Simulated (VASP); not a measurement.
A run of VASP 6.6.1:

File INCAR:

```
ALGO = Normal
EDIFF = 1E-7
EDIFFG = -0.005
ENCUT = 600
GGA = PS
IBRION = 2
ISIF = 3
ISMEAR = 0
KPAR = 2
LASPH = T
LCHARG = F
LREAL = F
LWAVE = F
NELM = 80
NSW = 90
PREC = Accurate
SIGMA = 0.03
```

The input KPOINTS:

```
k-points
0
Gamma
  6 6 6
```

Contents of POSCAR:

```
LiLa2VO6                                
1.0
    0.0000000000      3.8003942424      3.8003942424
    3.8003942424      0.0000000000      3.8003942424
    3.8003942424      3.8003942424      0.0000000000
  Li              La              V               O             
     1     2     1     6
Direct
     0.5000000000000000    0.5000000000000000    0.5000000000000000
     0.2500000000000000    0.2500000000000000    0.2500000000000000
     0.7500000000000000    0.7500000000000000    0.7500000000000000
     0.0000000000000000    0.0000000000000000    0.0000000000000000
     0.7567539988731072    0.2432460011268928    0.2432460011268928
     0.2432460011268928    0.7567539988731072    0.7567539988731072
     0.2432460011268928    0.7567539988731072    0.2432460011268928
     0.7567539988731072    0.2432460011268928    0.7567539988731072
     0.2432460011268928    0.2432460011268928    0.7567539988731072
     0.7567539988731072    0.7567539988731072    0.2432460011268928
```

Potentials or basis: VASP PAW PBE potentials, release 64 (Li_sv, La, V_sv, O).

The run is started by

```console
$ cat potpaw_PBE.64/Li_sv/POTCAR potpaw_PBE.64/La/POTCAR potpaw_PBE.64/V_sv/POTCAR potpaw_PBE.64/O/POTCAR > POTCAR
$ mpirun -np 2 vasp_std > vasp.out
```

Hardware: 2 MPI ranks on Intel(R) Xeon(R) 6975P-C (Granite Rapids), with other jobs on the host.

Problem. Estimate the wall time of this run.

Solution. It took 59 s on 2 MPI ranks on Intel(R) Xeon(R) 6975P-C (Granite Rapids) (shared host), peak memory 0.38 GiB a rank. Counts: scf iterations 19, k points 16, ion steps 1.
